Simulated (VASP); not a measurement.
# NiO (Fm-3m) in VASP: single point with PBE+U

Aim: the single point of NiO with PBE+U.

Program: VASP 6.6.1. These are calculated values, not measurements. Logs are shortened: lines on timing, memory, paths and dates and some standing lists are left out, and cuts for length are marked.

### Step 1. The cell of the first run

Symmetry: Fm-3m, No. 225, cubic system. Conventional cell: a = 4.190 Å, b = 4.190 Å, c = 4.190 Å, α = 90.00°, β = 90.00°, γ = 90.00°. Ni (site symmetry m-3m) has 6 O at 2.10 Å within 2.8 Å. Within 2.8 Å of O (site symmetry m-3m) lie 6 Ni at 2.10 Å.

### Step 2. Single point, PBE+U, collinear spin, ferromagnetic start

Contents of INCAR:

```
PREC = Accurate
ENCUT = 700
EDIFF = 1E-6
ISMEAR = -1
SIGMA = 0.05
LREAL = F
LASPH = T
NELM = 200
ALGO = Normal
ISIF = 2
LWAVE = F
LCHARG = F
ISPIN = 2
MAGMOM = 2 2 0 0
LORBIT = 11
LMAXMIX = 4
LDAU = T
LDAUTYPE = 2
LDAUL = 2 -1
LDAUU = 6.2 0
LDAUJ = 0 0
LDAUPRINT = 1
GGA = PE
NBANDS = 36
GGA_COMPAT = F
```

Contents of KPOINTS:

```
Automatic mesh
0
Gamma
  8 8 8
```

Contents of POSCAR:

```
NiO
1.0
    4.1900600000      2.0950300000      2.0950300000
    2.0950300000      4.1900600000      2.0950300000
    2.0950300000      2.0950300000      4.1900600000
Ni O
2 2
Direct
    0.0000000000      0.0000000000      0.0000000000
    0.5000000000      0.5000000000      0.5000000000
    0.2500000000      0.2500000000      0.2500000000
    0.7500000000      0.7500000000      0.7500000000
```

Potentials or basis: VASP PAW PBE potentials, release 64 (Ni_sv_GW, O).

Command:

```bash
cat potpaw_PBE.64/Ni_sv_GW/POTCAR potpaw_PBE.64/O/POTCAR > POTCAR
mpirun -np 1 vasp_std > vasp.out
```

OUTCAR:

```text
PREC = Accurate
   ENCUT = 700
   EDIFF = 1E-6
   ISMEAR = -1
   LREAL = F
   LASPH = T
   NELM = 200
   ISIF = 2
   ISPIN = 2
   LORBIT = 11
   GGA = PE

 ion  position               nearest neighbor table
   1  0.000  0.000  0.000-   4 2.10   4 2.10   4 2.10   3 2.10   3 2.10   3 2.10
   2  0.500  0.500  0.500-   3 2.10   3 2.10   3 2.10   4 2.10   4 2.10   4 2.10
   3  0.250  0.250  0.250-   1 2.10   1 2.10   1 2.10   2 2.10   2 2.10   2 2.10
   4  0.750  0.750  0.750-   2 2.10   2 2.10   2 2.10   1 2.10   1 2.10   1 2.10

  LATTYP: Found a trigonal (rhomboedric) cell.
 ALAT       =     5.1317544958
 COS(alpha) =     0.8333333333

  Lattice vectors:

 A1 = (   4.1900600000,   2.0950300000,   2.0950300000)
 A2 = (   2.0950300000,   4.1900600000,   2.0950300000)
 A3 = (   2.0950300000,   2.0950300000,   4.1900600000)

Analysis of symmetry for initial positions (statically):
=====================================================================
 Subroutine PRICEL returns following result:

  LATTYP: Found a face centered cubic cell.
 ALAT       =     4.1900600000
[... 12 lines left out ...]
 Subroutine GETGRP returns: Found 12 space group operations
 (whereof 12 operations were pure point group operations)
 out of a pool of 12 trial point group operations.

The static configuration has the point symmetry D_3d.

Analysis of symmetry for dynamics (positions and initial velocities):
=====================================================================
 Subroutine PRICEL returns following result:

  LATTYP: Found a face centered cubic cell.
 ALAT       =     4.1900600000
[... 12 lines left out ...]
 Subroutine GETGRP returns: Found 12 space group operations
 (whereof 12 operations were pure point group operations)
 out of a pool of 12 trial point group operations.

The dynamic configuration has the point symmetry D_3d.

Analysis of structural, dynamic, and magnetic symmetry:
=====================================================================
 Subroutine PRICEL returns following result:

  LATTYP: Found a face centered cubic cell.
 ALAT       =     4.1900600000
[... 12 lines left out ...]
 Subroutine GETGRP returns: Found 12 space group operations
 (whereof 12 operations were pure point group operations)
 out of a pool of 12 trial point group operations.

The overall configuration has the point symmetry D_3d.

 Subroutine INISYM returns: Found 12 space group operations
 (whereof 12 operations are pure point group operations),
 and found     2 'primitive' translations

----------------------------------------------------------------------------------------

                                     Primitive cell

  volume of cell :      18.3908

  direct lattice vectors                    reciprocal lattice vectors
     0.000000000 -2.095030000  2.095030000     0.238660067 -0.238660067  0.238660067
    -2.095030000 -0.000000000  2.095030000    -0.238660067  0.238660067  0.238660067
    -2.095030000 -2.095030000  0.000000000    -0.238660067 -0.238660067 -0.238660067

  length of vectors
     2.962819840  2.962819840  2.962819840     0.413371362  0.413371362  0.413371362

  position of ions in fractional coordinates (direct lattice)
     0.000000000  0.000000000  0.000000000
     0.500000000  0.500000000  0.500000000
[... 138 lines left out ...]

 occupancies and eigenvectors

  o =  0.0949  v =  0.0000  0.0000  0.0000  0.0000  0.0000  0.0000 -0.0000 -1.0000 -0.0000  0.0018      0.0000  0.0000  0.0000  0.0000  0.0000  0.0000  0.0000  0.0000  0.0000  0.0000
  o =  0.0949  v =  0.0000  0.0000  0.0000  0.0000  0.0000 -0.0000 -0.0000  0.0018  0.0000  1.0000      0.0000  0.0000  0.0000  0.0000  0.0000  0.0000  0.0000  0.0000  0.0000  0.0000
  o =  0.9315  v =  0.0000  0.0000  0.0000  0.0000  0.0000  0.6572 -0.7482  0.0000  0.0909 -0.0000      0.0000  0.0000  0.0000  0.0000  0.0000  0.0000  0.0000  0.0000  0.0000  0.0000
  o =  0.9315  v =  0.0000  0.0000  0.0000  0.0000  0.0000  0.4845  0.3270  0.0000 -0.8114  0.0000      0.0000  0.0000  0.0000  0.0000  0.0000  0.0000  0.0000  0.0000  0.0000  0.0000
  o =  0.9315  v =  0.0000  0.0000  0.0000  0.0000  0.0000  0.5774  0.5774  0.0000  0.5774 -0.0000      0.0000  0.0000  0.0000  0.0000  0.0000  0.0000  0.0000  0.0000  0.0000  0.0000
  o =  0.9386  v =  0.7203 -0.6931 -0.0001 -0.0272  0.0001  0.0000  0.0000  0.0000  0.0000  0.0000      0.0000  0.0000  0.0000  0.0000  0.0000  0.0000  0.0000  0.0000  0.0000  0.0000
  o =  0.9386  v =  0.3845  0.4316 -0.0001 -0.8160 -0.0001  0.0000  0.0000  0.0000  0.0000  0.0000      0.0000  0.0000  0.0000  0.0000  0.0000  0.0000  0.0000  0.0000  0.0000  0.0000
  o =  0.9386  v = -0.5774 -0.5774 -0.0000 -0.5774 -0.0000  0.0000  0.0000  0.0000  0.0000  0.0000      0.0000  0.0000  0.0000  0.0000  0.0000  0.0000  0.0000  0.0000  0.0000  0.0000
  o =  0.9695  v =  0.0001 -0.0001  1.0000 -0.0001  0.0000  0.0000  0.0000  0.0000  0.0000  0.0000      0.0000  0.0000  0.0000  0.0000  0.0000  0.0000  0.0000  0.0000  0.0000  0.0000
  o =  0.9695  v =  0.0000  0.0001 -0.0000 -0.0001  1.0000  0.0000  0.0000  0.0000  0.0000  0.0000      0.0000  0.0000  0.0000  0.0000  0.0000  0.0000  0.0000  0.0000  0.0000  0.0000

atom =   2  type =  1  l = 2

 onsite density matrix

spin component  1

  0.9386  0.0000  0.0000  0.0000  0.0000
  0.0000  0.9386 -0.0000  0.0000  0.0000
  0.0000 -0.0000  0.9695 -0.0000 -0.0000
  0.0000  0.0000 -0.0000  0.9386 -0.0000
  0.0000  0.0000 -0.0000 -0.0000  0.9695

spin component  2

  0.9315  0.0000  0.0000  0.0000 -0.0000
  0.0000  0.9315 -0.0000  0.0000  0.0000
  0.0000 -0.0000  0.0949 -0.0000 -0.0000
  0.0000  0.0000 -0.0000  0.9315 -0.0000
 -0.0000  0.0000 -0.0000 -0.0000  0.0949

 occupancies and eigenvectors

  o =  0.0949  v =  0.0000  0.0000  0.0000  0.0000  0.0000 -0.0000  0.0000  0.9999  0.0000 -0.0151      0.0000  0.0000  0.0000  0.0000  0.0000  0.0000  0.0000  0.0000  0.0000  0.0000
  o =  0.0949  v =  0.0000  0.0000  0.0000  0.0000  0.0000 -0.0000 -0.0000  0.0151  0.0000  0.9999      0.0000  0.0000  0.0000  0.0000  0.0000  0.0000  0.0000  0.0000  0.0000  0.0000
  o =  0.9315  v =  0.0000  0.0000  0.0000  0.0000  0.0000  0.3416  0.4715  0.0000 -0.8130  0.0000      0.0000  0.0000  0.0000  0.0000  0.0000  0.0000  0.0000  0.0000  0.0000  0.0000
  o =  0.9315  v =  0.0000  0.0000  0.0000  0.0000  0.0000 -0.7416  0.6666 -0.0000  0.0750  0.0000      0.0000  0.0000  0.0000  0.0000  0.0000  0.0000  0.0000  0.0000  0.0000  0.0000
  o =  0.9315  v =  0.0000  0.0000  0.0000  0.0000  0.0000 -0.5774 -0.5774 -0.0000 -0.5774 -0.0000      0.0000  0.0000  0.0000  0.0000  0.0000  0.0000  0.0000  0.0000  0.0000  0.0000
  o =  0.9386  v =  0.7705 -0.6191 -0.0001 -0.1514  0.0000  0.0000  0.0000  0.0000  0.0000  0.0000      0.0000  0.0000  0.0000  0.0000  0.0000  0.0000  0.0000  0.0000  0.0000  0.0000
  o =  0.9386  v =  0.2700  0.5323 -0.0000 -0.8023 -0.0001  0.0000  0.0000  0.0000  0.0000  0.0000      0.0000  0.0000  0.0000  0.0000  0.0000  0.0000  0.0000  0.0000  0.0000  0.0000
  o =  0.9386  v = -0.5774 -0.5774  0.0000 -0.5774 -0.0000  0.0000  0.0000  0.0000  0.0000  0.0000      0.0000  0.0000  0.0000  0.0000  0.0000  0.0000  0.0000  0.0000  0.0000  0.0000
  o =  0.9695  v =  0.0000  0.0001 -0.0000 -0.0001  1.0000  0.0000  0.0000  0.0000  0.0000  0.0000      0.0000  0.0000  0.0000  0.0000  0.0000  0.0000  0.0000  0.0000  0.0000  0.0000
  o =  0.9695  v =  0.0001 -0.0001  1.0000 -0.0001  0.0000  0.0000  0.0000  0.0000  0.0000  0.0000      0.0000  0.0000  0.0000  0.0000  0.0000  0.0000  0.0000  0.0000  0.0000  0.0000

 number of electron      48.0000010 magnetization       3.9999849

 Free energy of the ion-electron system (eV)
  ---------------------------------------------------
  ext. energy  EPLUGINS =         0.00000000
  ---------------------------------------------------
  free energy    TOTEN  =       -20.46757894 eV

  energy without entropy =      -20.46757894  energy(sigma->0) =      -20.46757894

 E-fermi :   7.2085     XC(G=0): -12.9504

 val. band max:        6.1617653123   @ k =   0.0000   0.0000   0.0000
 cond. band min:       8.4471313857   @ k =   0.0000   0.0000   0.0000
 fundamental gap:      2.2853660734
 Fermi energy:         7.2085393569

 spin component 1

 k-point     1 :       0.0000    0.0000    0.0000
  band No.  band energies     occupation
      1     -97.8876      1.00000
      2     -97.8857      1.00000
      3     -58.2933      1.00000
      4     -58.2688      1.00000
      5     -58.2688      1.00000
      6     -58.2645      1.00000
[... 1865 lines left out ...]
     35      24.0569      0.00000
     36      29.0064      0.00000

 [... further k-points ...]

------------------------ aborting loop because EDIFF is reached ----------------------------------------

  FORCE on cell =-STRESS in cart. coord.  units (eV):
  Direction    XX          YY          ZZ          XY          YZ          ZX
  --------------------------------------------------------------------------------------
  -------------------------------------------------------------------------------------
  Total        1.9668211      1.9668211      1.9668211     -0.0011983     -0.0011983     -0.0011983
  in kB       85.6731447     85.6731447     85.6731447     -0.0521951     -0.0521951     -0.0521951
  external PRESSURE =      85.6731447 kB  Pullay stress =       0.0000000 kB

 VOLUME and BASIS-vectors are now :
 -----------------------------------------------------------------------------
  energy-cutoff  :      700.00
  volume of cell :       36.78
      direct lattice vectors                 reciprocal lattice vectors
     4.190060000  2.095030000  2.095030000     0.357990100 -0.119330033 -0.119330033
     2.095030000  4.190060000  2.095030000    -0.119330033  0.357990100 -0.119330033
     2.095030000  2.095030000  4.190060000    -0.119330033 -0.119330033  0.357990100

 POSITION                                       TOTAL-FORCE (eV/Angst)
 -----------------------------------------------------------------------------------
      0.00000      0.00000      0.00000        -0.000000     -0.000000     -0.000000
      4.19006      4.19006      4.19006        -0.000000      0.000000      0.000000
      2.09503      2.09503      2.09503         0.000000     -0.000000     -0.000000
      6.28509      6.28509      6.28509        -0.000000      0.000000      0.000000
 -----------------------------------------------------------------------------------
    total drift:                                0.000000     -0.000000     -0.000000

  FREE ENERGIE OF THE ION-ELECTRON SYSTEM (eV)
  ---------------------------------------------------
  free  energy   TOTEN  =       -20.4675789432 eV

  energy  without entropy=      -20.4675789432  energy(sigma->0) =      -20.46757894

 total charge

# of ion       s       p       d       f       tot
--------------------------------------------------
    1        2.160   6.225   7.713   0.010  16.109
    2        2.160   6.225   7.713   0.010  16.109
    3        1.544   3.497   0.000   0.000   5.041
    4        1.544   3.497   0.000   0.000   5.041
--------------------------------------------------
tot          7.408  19.445  15.427   0.019  42.299

 magnetization (x)

# of ion       s       p       d       f       tot
--------------------------------------------------
    1        0.010   0.012   1.768   0.001   1.791
    2        0.010   0.012   1.768   0.001   1.791
    3        0.022   0.150   0.000   0.000   0.172
    4        0.022   0.150   0.000   0.000   0.172
--------------------------------------------------
tot          0.064   0.325   3.535   0.002   3.926
```

Wall time 15 min (1 thread of AMD EPYC 7R13 (Zen 3), shared host); peak memory 0.51 GiB.

Results:

```
Free energy                                           : -20.4676 eV
Pressure                                              : 8.6 GPa
Band gap on the k mesh                                : 2.29 eV
Net moment                                            : 4.00 μB per cell
Site moments                                          : Ni +1.79; O +0.17 μB
Valence electrons inside the program's atomic spheres : Ni 16.11; O 5.04
```

Levels at points of the mesh, in eV from the valence-band top:
Spin up:
| k point | band 23 | band 24 | band 25 | band 26 | band 27 | band 28 | band 29 | band 30 |
| --- | --- | --- | --- | --- | --- | --- | --- | --- |
| (0.00, 0.00, 0.00) | -1.72 | -1.72 | 0.00 | 0.00 | 2.29 | 6.30 | 10.79 | 14.57 |
| (0.50, 0.00, 0.00) | -1.91 | -1.91 | -1.35 | -1.35 | 8.15 | 8.15 | 10.38 | 10.38 |
| (0.50, 0.50, 0.00) | -3.09 | -2.95 | 0.00 | 0.00 | 6.30 | 6.63 | 10.79 | 11.50 |
| (0.50, 0.50, 0.50) | -0.77 | -0.77 | -0.77 | -0.77 | 5.09 | 5.09 | 12.61 | 12.61 |
Spin down:
| k point | band 18 | band 19 | band 20 | band 21 | band 22 | band 23 | band 24 | band 25 | band 26 | band 27 |
| --- | --- | --- | --- | --- | --- | --- | --- | --- | --- | --- |
| (0.00, 0.00, 0.00) | -2.02 | -1.98 | -1.39 | -1.39 | -1.39 | 2.64 | 2.73 | 2.73 | 5.11 | 5.11 |
| (0.50, 0.00, 0.00) | -2.61 | -2.17 | -2.17 | -2.16 | -2.16 | 4.09 | 4.09 | 4.10 | 4.10 | 8.67 |
| (0.50, 0.50, 0.00) | -2.66 | -2.66 | -2.02 | -2.02 | -1.98 | 3.24 | 3.69 | 5.11 | 5.11 | 6.48 |
| (0.50, 0.50, 0.50) | -2.29 | -1.93 | -1.93 | -1.93 | -1.93 | 3.99 | 3.99 | 3.99 | 3.99 | 5.43 |

Eigenvalues of the final occupation matrices:
```tsv
site	spin	trace	eigenvalues
site 1 d	1	4.75	0.94 0.94 0.94 0.97 0.97
site 1 d	2	2.98	0.09 0.09 0.93 0.93 0.93
site 2 d	1	4.75	0.94 0.94 0.94 0.97 0.97
site 2 d	2	2.98	0.09 0.09 0.93 0.93 0.93
```

Caveat: the cell stands under pressure. A k mesh can miss the band edges.
